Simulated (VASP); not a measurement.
# Cd3Te2Se (I-4m2) in VASP: further runs, part 2 of 2

VASP 6.6.1.

**3. Single point, PBE**

This run uses another cell than the first one: it holds 12 atoms, not 6.

The input, INCAR:

```
  PREC = Accurate
  ENCUT = 520
  EDIFF = 1E-7
  ISMEAR = 0
  SIGMA = 0.1
  LREAL = False
  LASPH = True
  NELM = 60
  ALGO = Normal
  ISIF = 2
  LWAVE = False
  LCHARG = True
  GGA = PE
  LELF = True
  LVHAR = True
  NBANDS = 66
```

The input, KPOINTS:

```
Automatic mesh
0
Gamma
  4 2 4
```

The input, POSCAR:

```
Cd3Te2Se
1.0
    4.5836984000      0.0000000000      0.0000000000
    0.0000000000     -9.1673968000      0.0000000000
   -2.2918492000      2.2918492000     -9.6949650000
Cd Te Se
6 4 2
Direct
    0.1744230000      0.5872115000      0.3488460000
    0.1744230000      0.0872115000      0.3488460000
    0.5000000000      0.7500000000      0.0000000000
    0.5000000000      0.2500000000      0.0000000000
    0.8255770000      0.9127885000      0.6511540000
    0.8255770000      0.4127885000      0.6511540000
    0.0873350000      0.7936675000      0.1746700000
    0.0873350000      0.2936675000      0.1746700000
    0.4126650000      0.9563325000      0.8253300000
    0.4126650000      0.4563325000      0.8253300000
    0.7500000000      0.6250000000      0.5000000000
    0.7500000000      0.1250000000      0.5000000000
```

Potentials or basis: VASP PAW PBE potentials, release 64 (Cd, Te, Se).

Command:

```bash
$ cat potpaw_PBE.64/Cd/POTCAR potpaw_PBE.64/Te/POTCAR potpaw_PBE.64/Se/POTCAR > POTCAR
$ mpirun -np 1 vasp_std > vasp.out
```

OUTCAR:

```text
PREC = Accurate
   ENCUT = 520
   EDIFF = 1E-7
   ISMEAR = 0
   LREAL = False
   LASPH = True
   NELM = 60
   ISIF = 2
   GGA = PE

 ion  position               nearest neighbor table
   1  0.174  0.587  0.349-  11 2.72  11 2.72   7 2.85   8 2.85
   2  0.174  0.087  0.349-  12 2.72  12 2.72   8 2.85   7 2.85
   3  0.500  0.750  0.000-   7 2.85  10 2.85   7 2.85   9 2.85
   4  0.500  0.250  0.000-   8 2.85   9 2.85   8 2.85  10 2.85
   5  0.826  0.913  0.651-  11 2.72  12 2.72   9 2.85   9 2.85
   6  0.826  0.413  0.651-  12 2.72  11 2.72  10 2.85  10 2.85
   7  0.087  0.794  0.175-   1 2.85   2 2.85   3 2.85   3 2.85
   8  0.087  0.294  0.175-   2 2.85   1 2.85   4 2.85   4 2.85
   9  0.413  0.956  0.825-   5 2.85   5 2.85   4 2.85   3 2.85
  10  0.413  0.456  0.825-   6 2.85   6 2.85   3 2.85   4 2.85
  11  0.750  0.625  0.500-   1 2.72   5 2.72   1 2.72   6 2.72
  12  0.750  0.125  0.500-   2 2.72   6 2.72   2 2.72   5 2.72

  LATTYP: Found a base centered monoclinic cell.
 ALAT       =    19.9243488332
 B/A-ratio  =     0.2300551169
 C/A-ratio  =     0.4601102338
 COS(beta)  =    -0.2300551169

  Lattice vectors:

 A1 = (  -2.2918492000,   2.2918492000,  -9.6949650000)
 A2 = (   2.2918492000,   2.2918492000,  -9.6949650000)
 A3 = (   0.0000000000,  -9.1673968000,   0.0000000000)

Analysis of symmetry for initial positions (statically):
=====================================================================
 Subroutine PRICEL returns following result:

  LATTYP: Found a body centered tetragonal cell.
 ALAT       =     4.5836984000
 C/A-ratio  =     4.2301932431

  Lattice vectors:

 A1 = (   2.2918492000,   2.2918492000,   9.6949650000)
 A2 = (  -2.2918492000,  -2.2918492000,   9.6949650000)
 A3 = (   2.2918492000,  -2.2918492000,  -9.6949650000)

   2 primitive cells build up your supercell.

 Routine SETGRP: Setting up the symmetry group for a
 base centered monoclinic supercell.

 Subroutine GETGRP returns: Found  2 space group operations
 (whereof  2 operations were pure point group operations)
 out of a pool of  4 trial point group operations.

The static configuration has the point symmetry C_1h.

Analysis of symmetry for dynamics (positions and initial velocities):
=====================================================================
 Subroutine PRICEL returns following result:

  LATTYP: Found a body centered tetragonal cell.
 ALAT       =     4.5836984000
 C/A-ratio  =     4.2301932431

  Lattice vectors:

 A1 = (   2.2918492000,   2.2918492000,   9.6949650000)
 A2 = (  -2.2918492000,  -2.2918492000,   9.6949650000)
 A3 = (   2.2918492000,  -2.2918492000,  -9.6949650000)

   2 primitive cells build up your supercell.

 Routine SETGRP: Setting up the symmetry group for a
 base centered monoclinic supercell.

 Subroutine GETGRP returns: Found  2 space group operations
 (whereof  2 operations were pure point group operations)
[... 93 lines left out ...]
  0.250000  0.000000  0.250000      4.000000
  0.500000  0.000000  0.250000      2.000000
  0.000000  0.500000  0.250000      2.000000
  0.250000  0.500000  0.250000      4.000000
  0.500000  0.500000  0.250000      2.000000
  0.000000  0.000000  0.500000      1.000000
  0.000000  0.500000  0.500000      1.000000
   k-points           NKPTS =     14   k-points in BZ     NKDIM =     14   number of bands    NBANDS=     66
   number of dos      NEDOS =    301   number of ions     NIONS =     12
   total plane-waves  NPLWV = 201600
   dimension x,y,z NGX =    36 NGY =   70 NGZ =   80
   dimension x,y,z NGXF=    72 NGYF=  140 NGZF=  160
   ions per type =               6   4   2
   NGX,Y,Z   is equivalent  to a cutoff of  13.06, 12.69, 13.01 a.u.
   NGXF,Y,Z  is equivalent  to a cutoff of  26.11, 25.39, 26.02 a.u.
 SYSTEM =  unknown system
   PREC   = accura    normal or accurate (medium, high low for compatibility)
   ISTART =      0    job   : 0-new  1-cont  2-samecut
   ICHARG =      2    charge: 1-file 2-atom 10-const
   ISPIN  =      1    spin polarized calculation?
   LNONCOLLINEAR =      F non collinear calculations
   LSORBIT =      F    spin-orbit coupling
   LASPH  =      T    aspherical Exc in radial PAW
   ENCUT  =  520.0 eV  38.22 Ry    6.18 a.u.   8.52 17.05 19.01*2*pi/ulx,y,z
   NELM   =     60;   NELMIN=  2; NELMDL= -5     # of ELM steps
   EDIFF  = 0.1E-06   stopping-criterion for ELM
   LREAL  =      F    real-space projection
   EDIFFG = 0.1E-05   stopping-criterion for IOM
   NSW    =      0    number of steps for IOM
   IBRION =     -1    ionic relax: 0-MD 1-quasi-New 2-CG
   NFREE  =      0    steps in history (QN), initial steepest desc. (CG)
   ISIF   =      2    stress and relaxation
   ISYM   =      2    0-nonsym 1-usesym 2-fastsym
   POTIM  = 0.5000    time-step for ionic-motion
   TEBEG  =    0.0;   TEEND  =   0.0 temperature during run
   PSTRESS=    0.0 pullay stress
   NELECT =     108.0000    total number of electrons
   NUPDOWN=      -1.0000    fix difference up-down
   EMIN   =  10.00;   EMAX   =-10.00  energy-range for DOS
   EFERMI =   0.00;   METHOD = LEGACY
   ISMEAR =     0;   SIGMA  =   0.10  broadening in eV -4-tet -1-fermi 0-gaus
   EFERMI_NEDOS =   21; number of points for ismear=-14 and -15
   IALGO  =     38    algorithm
   IMIX   =      4    mixing-type and parameters
     AMIX     =   0.40;   BMIX     =  1.00
     AMIX_MAG =   1.60;   BMIX_MAG =  1.00
  volume/ion in A,a.u.               =      33.95       229.10
  Fermi-wavevector in a.u.,A,eV,Ry     =   1.051671  1.987370 15.048211  1.106012
  Thomas-Fermi vector in A             =   2.186724
   LORBIT       =      0    0 simple, 1 ext, 2 COOP (PROOUT), +10 PAW based schemes
   GGA     = PE    functional components
   LHFCALC =     F    Hartree Fock is set to
   AEXX    =    0.0000 exact exchange contribution
   IVDW    =     0    specifies the selected vdW correction
   LEPSILON=     F    determine dielectric tensor
   LRPA    =     F    only Hartree local field effects (RPA)
 non-spin polarized calculation
 Gauss-broadening in eV      SIGMA  =   0.10
  energy-cutoff  :      520.00
  volume of cell :      407.39
 maximum number of plane-waves:     11020
 NGX is ok and might be reduce to    36

 number of electron     107.9999979 magnetization

 Free energy of the ion-electron system (eV)
  ---------------------------------------------------
  ext. energy  EPLUGINS =         0.00000000
  ---------------------------------------------------
  free energy    TOTEN  =       -30.01734420 eV

  energy without entropy =      -30.01730956  energy(sigma->0) =      -30.01732688

 E-fermi :   1.7320     XC(G=0):  -8.4205

 val. band max:        1.5018329762   @ k =   0.0000   0.0000   0.0000
 cond. band min:       1.9477109682   @ k =   0.0000   0.0000   0.0000
 fundamental gap:      0.4458779921
 Fermi energy:         1.7320138680

 k-point     1 :       0.0000    0.0000    0.0000
  band No.  band energies     occupation
      1     -10.7763      2.00000
      2     -10.6724      2.00000
      3      -9.2020      2.00000
      4      -8.9844      2.00000
      5      -8.9747      2.00000
      6      -8.9729      2.00000
[... 955 lines left out ...]
     65       6.9038      0.00000
     66       6.9092      0.00000

------------------------ aborting loop because EDIFF is reached ----------------------------------------

  FORCE on cell =-STRESS in cart. coord.  units (eV):
  Direction    XX          YY          ZZ          XY          YZ          ZX
  --------------------------------------------------------------------------------------
  -------------------------------------------------------------------------------------
  Total        0.7921730      0.7913394      0.2056171      0.0000000     -0.0004656      0.0000000
  in kB        3.1154608      3.1121824      0.8086515      0.0000000     -0.0018310      0.0000000
  external PRESSURE =       2.3454316 kB  Pullay stress =       0.0000000 kB

 VOLUME and BASIS-vectors are now :
 -----------------------------------------------------------------------------
  energy-cutoff  :      520.00
  volume of cell :      407.39
      direct lattice vectors                 reciprocal lattice vectors
     4.583698400  0.000000000  0.000000000     0.218164441  0.000000000 -0.051573162
     0.000000000 -9.167396800  0.000000000     0.000000000 -0.109082221 -0.025786581
    -2.291849200  2.291849200 -9.694965000     0.000000000  0.000000000 -0.103146324

 POSITION                                       TOTAL-FORCE (eV/Angst)
 -----------------------------------------------------------------------------------
     -0.00000     -4.58370     -3.38205         0.000000     -0.000380      0.010360
     -0.00000     -0.00000     -3.38205         0.000000     -0.000380      0.010360
      2.29185     -6.87555      0.00000        -0.000000      0.000007     -0.000001
      2.29185     -2.29185      0.00000        -0.000000      0.000007     -0.000001
      2.29185     -6.87555     -6.31292         0.000000      0.000380     -0.010359
      2.29185     -2.29185     -6.31292         0.000000      0.000380     -0.010359
      0.00000     -6.87555     -1.69342        -0.000000      0.000039      0.003418
      0.00000     -2.29185     -1.69342        -0.000000      0.000039      0.003418
     -0.00000     -6.87555     -8.00155        -0.000000     -0.000041     -0.003417
     -0.00000     -2.29185     -8.00155        -0.000000     -0.000041     -0.003417
      2.29185     -4.58370     -4.84748        -0.000000     -0.000006     -0.000001
      2.29185      0.00000     -4.84748        -0.000000     -0.000006     -0.000001
 -----------------------------------------------------------------------------------
    total drift:                               -0.000001     -0.000015      0.000010

  FREE ENERGIE OF THE ION-ELECTRON SYSTEM (eV)
  ---------------------------------------------------
  free  energy   TOTEN  =       -30.0173442014 eV

  energy  without entropy=      -30.0173095604  energy(sigma->0) =      -30.01732688
```

Wall time 21 min (1 thread of Oxide Virtual Turin-like, shared host); peak memory 0.63 GiB.

What came out:

- Free energy: -30.0173 eV
- Pressure: 0.2 GPa
- Largest force: 0.010 eV/Å
- Band gap on the k mesh: 0.45 eV

Forces on the atoms (eV/Å):
```
Cd   0.000  0.000  0.010
Cd   0.000  0.000  0.010
Cd   0.000  0.000  0.000
Cd   0.000  0.000  0.000
Cd   0.000  0.000 -0.010
Cd   0.000  0.000 -0.010
Te   0.000  0.000  0.003
Te   0.000  0.000  0.003
Te   0.000  0.000 -0.003
Te   0.000  0.000 -0.003
Se   0.000  0.000  0.000
Se   0.000  0.000  0.000
```

Stress tensor (GPa, compression positive):
```
0.31 0.00 0.00
0.00 0.31 0.00
0.00 0.00 0.08
```

Caveat: spin-orbit coupling is left out, which moves the levels of the heavy elements. A hybrid or GW would open this gap; PBE tends to underestimate it.
